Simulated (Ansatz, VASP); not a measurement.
# Ni in VASP and in Ansatz

```
CELL_PARAMETERS angstrom
0.00000 1.71157 1.71157
1.71157 0.00000 1.71157
1.71157 1.71157 0.00000
ATOMIC_POSITIONS crystal
Ni 0.00000 0.00000 0.00000
```

Alike in both runs: functional LDA; k mesh 18 × 18 × 18; occupations methfessel-paxton of order 1, width 0.1 eV; collinear spin.

Ansatz relaxed the structure, and its values are those at the end. VASP's run is a single point on that final structure, the one shown.

```csv
,VASP,Ansatz
version,VASP 6.6.1,Ansatz 0.2.0
potentials or method,"VASP PAW LDA potentials, release 64 (Ni)","scalar-relativistic, plane waves, PAW"
plane-wave cutoff (eV),520,420
valence electrons in the cell,10,18
```

Ansatz gave:

- gap on the k mesh at the Fermi level (eV): none
- pressure (GPa): 0.0
- net moment per atom (μB): 0.60
- size of the moment on the site where the two differ most (μB): 0.63

Question: Which values does VASP return?

Answer: gap on the k mesh at the Fermi level (eV): none; pressure (GPa): 0.0; net moment per atom (μB): 0.60; size of the moment on the site where the two differ most (μB): 0.60.

LDA's correlation is that of Perdew and Zunger in VASP and of Perdew and Wang (1992) in Ansatz. Site moments also hang on the region over which each program counts them. A gap of «none» marks a metal or a gap that the smearing closes. VASP's potentials hold 10 valence electrons a cell and Ansatz's 18, so a difference there can come from the potentials and not from the codes.
